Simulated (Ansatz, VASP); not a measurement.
## BN: VASP beside Ansatz

```
B N
1.0
     2.50399    0.00000    0.00000
    -1.25200    2.16852    0.00000
     0.00000    0.00000    6.79442
B N
2 2
Direct
  0.33333 0.66667 0.25000
  0.66667 0.33333 0.75000
  0.33333 0.66667 0.75000
  0.66667 0.33333 0.25000
```

Change from the starting cell: zz strain of +2 %, crystal datasets.

Alike in both runs: task electric field gradients; functional PBEsol; k mesh 11 × 11 × 4; occupations fermi-dirac, width 0.03 eV; no spin polarisation.

|  | VASP | Ansatz |
| --- | --- | --- |
| version | VASP 6.6.1 | Ansatz 0.2.0 |
| potentials or method | VASP PAW PBE potentials, release 64 (B, N), cutoff 520 eV | all-electron PAW with datasets made for the crystal, scalar-relativistic |

VASP gave:

* gap on the k mesh at the Fermi level (eV): 4.26
* pressure (GPa): 0.6
* traceless stress, the component that is largest in VASP (GPa): -0.26
* size of Vzz on the site where it differs most (V/Å²): 34.6

Problem. Which values does Ansatz return?

Solution. gap on the k mesh at the Fermi level (eV): 4.27; pressure (GPa): 0.3; traceless stress, the component that is largest in VASP (GPa): 0.21; size of Vzz on the site where it differs most (V/Å²): 28.6.

VASP's potentials were made for PBE, not for PBEsol. Ansatz ran all-electron here, and VASP with PAW potentials.
